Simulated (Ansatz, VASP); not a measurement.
Two plane-wave programs on Fe

Contents of INCAR:

```
PREC = Accurate ; ENCUT = 520
EDIFF = 1E-8 ; ISMEAR = -1
SIGMA = 0.03 ; LREAL = F
LASPH = T ; NELM = 150
ALGO = Normal ; ISIF = 2
LWAVE = F ; LCHARG = F
ISPIN = 2 ; MAGMOM = 3
LORBIT = 11 ; LMAXMIX = 4
GGA = PE ; LEFG = T
NBANDS = 14
```

KPOINTS

```
Automatic mesh
0
Gamma
  18 18 18
```

The input POSCAR:

```
Fe
1.0
    2.4142815905      0.0000000000      0.0000000000
    0.0000000000      2.4142815905      0.0000000000
    0.0000000000      0.0000000000      2.4142815905
Fe
1
Direct
    0.0000000000      0.0000000000      0.0000000000
```

Input for Ansatz:

```yaml
crystal:
  lattice:
    - [2.4142815905, 0.0, 0.0]
    - [0.0, 2.4142815905, 0.0]
    - [0.0, 0.0, 2.4142815905]
  atoms:
    - { symbol: Fe, position: [0.0, 0.0, 0.0], spin: 3.0 }
magnetization:
  spin_polarized: true
kpoints:
  mp_grid: { grid: [18, 18, 18] }
scf:
  occupations: { method: fermi_dirac, width: 0.03 }
hamiltonian:
  xc: pbe
  pseudopotentials: { kind: paw }
output:
  forces: true
  stress: true
  eigenvalues: true
  efg: { contact_densities: true }
```

Change from the starting cell: volume scaled by 1.06, PAW files.

Alike in both runs: task electric field gradients; functional PBE; k mesh 18 × 18 × 18; occupations fermi-dirac, width 0.03 eV; collinear spin.

```csv
,VASP,Ansatz
version,VASP 6.6.1,Ansatz 0.2.0
potentials or method,"VASP PAW PBE potentials, release 64 (Fe)","PAW with Ansatz's default frozen-core files, scalar-relativistic"
plane-wave cutoff (eV),520,420
valence electrons in the cell,8,16
```

VASP gave:

```
pressure (GPa)                                                : -6.2
net moment per atom (μB)                                      : 2.52
size of the moment on the site where the two differ most (μB) : 2.51
```

Question: Estimate Ansatz's values.

Answer: Pressure (GPa): -6.0; net moment per atom (μB): 2.51; size of the moment on the site where the two differ most (μB): 2.49.

Site moments also hang on the region over which each program counts them. VASP's potentials hold 8 valence electrons a cell and Ansatz's 16, so a difference there can come from the potentials and not from the codes.
